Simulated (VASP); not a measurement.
A run of VASP 6.6.1:

The input INCAR:

```
PREC     = Accurate       # precision mode
ENCUT    = 520            # plane-wave cutoff, eV
EDIFF    = 1E-6           # SCF threshold, eV
ISMEAR   = -1             # smearing method
SIGMA    = 0.1            # smearing width, eV
LREAL    = False          # projectors in reciprocal space
LASPH    = True           # aspherical terms in the spheres
NELM     = 100            # most SCF steps
ALGO     = Normal         # electronic algorithm
ISIF     = 2              # what is computed and relaxed
LWAVE    = False          # write WAVECAR
LCHARG   = True           # write CHGCAR
GGA      = PE             # functional
LELF     = True           # ELF
LVHAR    = True         
NBANDS   = 12             # bands
```

File KPOINTS:

```
regular mesh
0
Gamma
  25 25 25
```

POSCAR

```
Cu
1.0
   -1.4978803979      1.4978803979      1.4978803979
    1.4978803979     -1.4978803979      1.4978803979
    1.4978803979      1.4978803979     -1.4978803979
Cu
1
Direct
    0.0000000000      0.0000000000      0.0000000000
```

Potentials or basis: VASP PAW PBE potentials, release 64 (Cu).

Launch:

```bash
$ cat potpaw_PBE.64/Cu/POTCAR > POTCAR
$ mpirun -np 1 vasp_std > vasp.out
```

Hardware: 1 thread of Intel(R) Xeon(R) Platinum 8559C (Emerald Rapids), with other jobs on the host.

How long does it take, and how much memory?

Run time: 33 s on 1 thread of Intel(R) Xeon(R) Platinum 8559C (Emerald Rapids) (shared host), peak memory 0.18 GiB. Counts: scf iterations 11, k points 455.
